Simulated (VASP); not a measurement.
# Si2Ni (Fm-3m) in VASP: notebook, part 3 of 3

VASP 6.6.1. Earlier steps stand in the parts before.

### Step 5. Single point, LDA, collinear spin (10.47 Å³/atom)

Input file INCAR:

```
SYSTEM = Si2Ni
ALGO = Normal
EDIFF = 1E-6
ENCUT = 520
GGA = CA
ISIF = 2
ISMEAR = 0
ISPIN = 2
LASPH = .True.
LCHARG = .False.
LMAXMIX = 4
LORBIT = 11
LREAL = .False.
LWAVE = .False.
MAGMOM = 0 0 0.125
NBANDS = 20
NELM = 150
NUPDOWN = 0.125
PREC = Accurate
SIGMA = 0.15
```

Input file KPOINTS:

```
k-points
0
Gamma
  14 14 14
  0 0 0
```

Input file POSCAR:

```
Si2Ni
1.0
    0.0000000000      2.5042594055      2.5042594055
    2.5042594055      0.0000000000      2.5042594055
    2.5042594055      2.5042594055      0.0000000000
Si Ni
2 1
Direct
    0.2500000000      0.2500000000      0.2500000000
    0.7500000000      0.7500000000      0.7500000000
    0.0000000000      0.0000000000      0.0000000000
```

Potentials or basis: VASP PAW LDA potentials, release 64 (Si, Ni).

The run is started by

```bash
> cat potpaw_LDA.64/Si/POTCAR potpaw_LDA.64/Ni/POTCAR > POTCAR
> mpirun -np 1 vasp_std > vasp.out
```

OUTCAR:

```text
SYSTEM = Si2Ni
   EDIFF = 1E-6
   ENCUT = 520
   GGA = CA
   ISIF = 2
   ISMEAR = 0
   ISPIN = 2
   LASPH = .True.
   LORBIT = 11
   LREAL = .False.
   NELM = 150
   NUPDOWN = 0.125
   PREC = Accurate

 ion  position               nearest neighbor table
   1  0.250  0.250  0.250-   3 2.17   3 2.17   3 2.17   3 2.17   2 2.50   2 2.50   2 2.50   2 2.50
                             2 2.50   2 2.50
   2  0.750  0.750  0.750-   3 2.17   3 2.17   3 2.17   3 2.17   1 2.50   1 2.50   1 2.50   1 2.50
                             1 2.50   1 2.50
   3  0.000  0.000  0.000-   2 2.17   2 2.17   2 2.17   1 2.17   2 2.17   1 2.17   1 2.17   1 2.17

  LATTYP: Found a face centered cubic cell.
 ALAT       =     5.0085188110

  Lattice vectors:

 A1 = (   0.0000000000,   2.5042594055,   2.5042594055)
 A2 = (   2.5042594055,   0.0000000000,   2.5042594055)
 A3 = (   2.5042594055,   2.5042594055,   0.0000000000)

Analysis of symmetry for initial positions (statically):
=====================================================================
 Subroutine PRICEL returns:
 Original cell was already a primitive cell.

 Routine SETGRP: Setting up the symmetry group for a
 face centered cubic supercell.

 Subroutine GETGRP returns: Found 48 space group operations
 (whereof 48 operations were pure point group operations)
 out of a pool of 48 trial point group operations.

The static configuration has the point symmetry O_h .

Analysis of symmetry for dynamics (positions and initial velocities):
=====================================================================
 Subroutine PRICEL returns:
 Original cell was already a primitive cell.

 Routine SETGRP: Setting up the symmetry group for a
 face centered cubic supercell.

 Subroutine GETGRP returns: Found 48 space group operations
 (whereof 48 operations were pure point group operations)
 out of a pool of 48 trial point group operations.

The dynamic configuration has the point symmetry O_h .

Analysis of structural, dynamic, and magnetic symmetry:
[... 157 lines left out ...]
  free energy    TOTEN  =       -18.94913912 eV

  energy without entropy =      -18.94076391  energy(sigma->0) =      -18.94495151

 E-fermi :  14.2315     XC(G=0): -12.8360

 val. band max:       14.4833869180   @ k =   0.2857   0.2143   0.0000
 cond. band min:      14.2550295516   @ k =   0.4286   0.3571   0.0000
 fundamental gap:     -0.2283573664
 Fermi energy:        14.5064070024

 spin component 1

 k-point     1 :       0.0000    0.0000    0.0000
  band No.  band energies     occupation
      1      -2.0379      1.00000
      2       7.1733      1.00000
      3       7.1733      1.00000
      4       7.1733      1.00000
      5       9.0901      1.00000
      6       9.0901      1.00000
[... 541 lines left out ...]
     19      28.7279      0.00000
     20      31.2613      0.00000

 [... further k-points ...]

 spin component 2

 k-point     1 :       0.0000    0.0000    0.0000
  band No.  band energies     occupation
      1      -2.0099      1.00000
      2       7.2246      1.00000
      3       7.2246      1.00000
      4       7.2246      1.00000
      5       9.1358      1.00000
      6       9.1358      1.00000
[... 541 lines left out ...]
     19      28.7563      0.00000
     20      31.2941      0.00000

 [... further k-points ...]

------------------------ aborting loop because EDIFF is reached ----------------------------------------

  FORCE on cell =-STRESS in cart. coord.  units (eV):
  Direction    XX          YY          ZZ          XY          YZ          ZX
  --------------------------------------------------------------------------------------
  -------------------------------------------------------------------------------------
  Total       10.3780971     10.3780971     10.3780971     -0.0000000     -0.0000000     -0.0000000
  in kB      529.3712786    529.3712786    529.3712786     -0.0000000     -0.0000000     -0.0000000
  external PRESSURE =     529.3712786 kB  Pullay stress =       0.0000000 kB

 VOLUME and BASIS-vectors are now :
 -----------------------------------------------------------------------------
  energy-cutoff  :      520.00
  volume of cell :       31.41
      direct lattice vectors                 reciprocal lattice vectors
     0.000000000  2.504259406  2.504259406    -0.199659827  0.199659827  0.199659827
     2.504259406  0.000000000  2.504259406     0.199659827 -0.199659827  0.199659827
     2.504259406  2.504259406  0.000000000     0.199659827  0.199659827 -0.199659827

 POSITION                                       TOTAL-FORCE (eV/Angst)
 -----------------------------------------------------------------------------------
      1.25213      1.25213      1.25213        -0.000000     -0.000000     -0.000000
      3.75639      3.75639      3.75639         0.000000      0.000000      0.000000
      0.00000      0.00000      0.00000        -0.000000     -0.000000     -0.000000
 -----------------------------------------------------------------------------------
    total drift:                               -0.000000     -0.000000      0.000000

  FREE ENERGIE OF THE ION-ELECTRON SYSTEM (eV)
  ---------------------------------------------------
  free  energy   TOTEN  =       -18.9491391150 eV

  energy  without entropy=      -18.9407639103  energy(sigma->0) =      -18.94495151

 total charge

# of ion       s       p       d       tot
------------------------------------------
    1        0.731   1.030   0.000   1.760
    2        0.731   1.030   0.000   1.760
    3        0.699   1.187   8.641  10.528
--------------------------------------------------
tot          2.161   3.246   8.641  14.048

 magnetization (x)

# of ion       s       p       d       tot
------------------------------------------
    1        0.012   0.004   0.000   0.016
    2        0.012   0.004   0.000   0.016
    3        0.001   0.006   0.059   0.066
--------------------------------------------------
tot          0.024   0.014   0.059   0.097
```

Run time: 2.4 min. Hardware: 1 thread of AMD EPYC 7R13 (Zen 3), shared host; peak memory 0.18 GiB.

What came out:

| Property | Result |
| --- | --- |
| Free energy | -18.9491 eV |
| Pressure | 52.9 GPa |
| Net moment | 0.12 μB per cell |
| Site moments | Si +0.02; Ni +0.07 μB |
| Valence electrons inside the program's atomic spheres | Si 1.76; Ni 10.53 |

Caveat: the cell stands under pressure; the total moment is fixed, so each spin has its own Fermi level.

### Step 6. Single point, LDA, collinear spin, ferromagnetic start (10.47 Å³/atom)

Input file INCAR:

```
ALGO = Normal
EDIFF = 1E-6
ENCUT = 520
ISIF = 2
ISMEAR = 0
ISPIN = 2
LASPH = True
LCHARG = False
LMAXMIX = 4
LORBIT = 11
LREAL = False
LWAVE = False
MAGMOM = 0 0 0.625
NBANDS = 20
NELM = 150
NUPDOWN = 0.625
PREC = Accurate
SIGMA = 0.15
```

Input file KPOINTS:

```
k-points
0
Gamma
  14 14 14
```

POSCAR is that of step 5.

Potentials or basis: VASP PAW LDA potentials, release 64 (Si, Ni).

The run is started by

```bash
> cat potpaw_LDA.64/Si/POTCAR potpaw_LDA.64/Ni/POTCAR > POTCAR
> mpirun -np 1 vasp_std > vasp.out
```

OUTCAR:

```text
EDIFF = 1E-6
   ENCUT = 520
   ISIF = 2
   ISMEAR = 0
   ISPIN = 2
   LASPH = True
   LORBIT = 11
   LREAL = False
   NELM = 150
   NUPDOWN = 0.625
   PREC = Accurate

 ion  position               nearest neighbor table
   1  0.250  0.250  0.250-   3 2.17   3 2.17   3 2.17   3 2.17   2 2.50   2 2.50   2 2.50   2 2.50
                             2 2.50   2 2.50
   2  0.750  0.750  0.750-   3 2.17   3 2.17   3 2.17   3 2.17   1 2.50   1 2.50   1 2.50   1 2.50
                             1 2.50   1 2.50
   3  0.000  0.000  0.000-   2 2.17   2 2.17   2 2.17   1 2.17   2 2.17   1 2.17   1 2.17   1 2.17

  LATTYP: Found a face centered cubic cell.
 ALAT       =     5.0085188110

  Lattice vectors:

 A1 = (   0.0000000000,   2.5042594055,   2.5042594055)
 A2 = (   2.5042594055,   0.0000000000,   2.5042594055)
 A3 = (   2.5042594055,   2.5042594055,   0.0000000000)

Analysis of symmetry for initial positions (statically):
[... 1306 lines left out ...]
 [... further k-points ...]

------------------------ aborting loop because EDIFF is reached ----------------------------------------

  FORCE on cell =-STRESS in cart. coord.  units (eV):
  Direction    XX          YY          ZZ          XY          YZ          ZX
  --------------------------------------------------------------------------------------
  -------------------------------------------------------------------------------------
  Total       10.9844634     10.9844634     10.9844634      0.0000000      0.0000000     -0.0000000
  in kB      560.3011223    560.3011223    560.3011223      0.0000000      0.0000000     -0.0000000
  external PRESSURE =     560.3011223 kB  Pullay stress =       0.0000000 kB

 VOLUME and BASIS-vectors are now :
 -----------------------------------------------------------------------------
  energy-cutoff  :      520.00
  volume of cell :       31.41
      direct lattice vectors                 reciprocal lattice vectors
     0.000000000  2.504259406  2.504259406    -0.199659827  0.199659827  0.199659827
     2.504259406  0.000000000  2.504259406     0.199659827 -0.199659827  0.199659827
     2.504259406  2.504259406  0.000000000     0.199659827  0.199659827 -0.199659827

 POSITION                                       TOTAL-FORCE (eV/Angst)
 -----------------------------------------------------------------------------------
      1.25213      1.25213      1.25213        -0.000000     -0.000000     -0.000000
      3.75639      3.75639      3.75639         0.000000      0.000000      0.000000
      0.00000      0.00000      0.00000         0.000000      0.000000     -0.000000
 -----------------------------------------------------------------------------------
    total drift:                               -0.000000     -0.000000      0.000000

  FREE ENERGIE OF THE ION-ELECTRON SYSTEM (eV)
  ---------------------------------------------------
  free  energy   TOTEN  =       -18.6347792817 eV

  energy  without entropy=      -18.6225268611  energy(sigma->0) =      -18.62865307

 total charge

# of ion       s       p       d       tot
------------------------------------------
    1        0.748   1.018   0.000   1.766
    2        0.748   1.018   0.000   1.766
    3        0.702   1.146   8.667  10.515
--------------------------------------------------
tot          2.197   3.183   8.667  14.047

 magnetization (x)

# of ion       s       p       d       tot
------------------------------------------
    1        0.038   0.039   0.000   0.078
    2        0.038   0.039   0.000   0.078
    3        0.006   0.065   0.222   0.294
--------------------------------------------------
tot          0.083   0.143   0.222   0.449
```

stdout:

```text
POSCAR found type information on POSCAR SiNi
 POSCAR found :  2 types and       3 ions
 scaLAPACK will be used
 LDA part: xc-table for (Slater(with rela. corr.)+CA(PZ))
 , standard interpolation
 POSCAR, INCAR and KPOINTS ok, starting setup
 FFT: planning ... GRIDC
 FFT: planning ... GRID_SOFT
 FFT: planning ... GRID
 WAVECAR not read
 entering main loop
```

It took 2.1 min on 1 thread of AMD EPYC 7R13 (Zen 3), shared host; peak memory 0.18 GiB.

What came out:

```yaml
Free_energy: -18.6348 eV
Pressure: 56.0 GPa
Net_moment: 0.62 μB per cell
Site_moments: Si +0.08; Ni +0.29 μB
Valence_electrons_inside_the_program's_atomic_spheres: Si 1.77; Ni 10.52
```

Caveat: the cell stands under pressure; the total moment is fixed, so each spin has its own Fermi level.

### Step 7. The runs side by side

| spin | fixed moment (μB) | pressure (GPa) | moment (μB) |
| --- | --- | --- | --- |
| collinear, ferromagnetic start | 1.0 | 59.0 | 1.00 |
| collinear, ferromagnetic start | 0.375 | 54.1 | 0.38 |
| collinear, ferromagnetic start | 0.875 | 58.0 | 0.88 |
| collinear | 0.125 | 52.9 | 0.12 |
| collinear, ferromagnetic start | 0.625 | 56.0 | 0.62 |

Alike in all rows: task single point; level LDA; potentials or basis VASP PAW LDA potentials, release 64 (Si, Ni); cell as given; k mesh 14 × 14 × 14; cutoff (eV) 520; smearing gaussian 0.15 eV.

Caveats: the cell stands under pressure; the total moment is fixed, so each spin has its own Fermi level.

Total energies depend on the potentials used, so only differences within one code and one set of settings carry meaning.
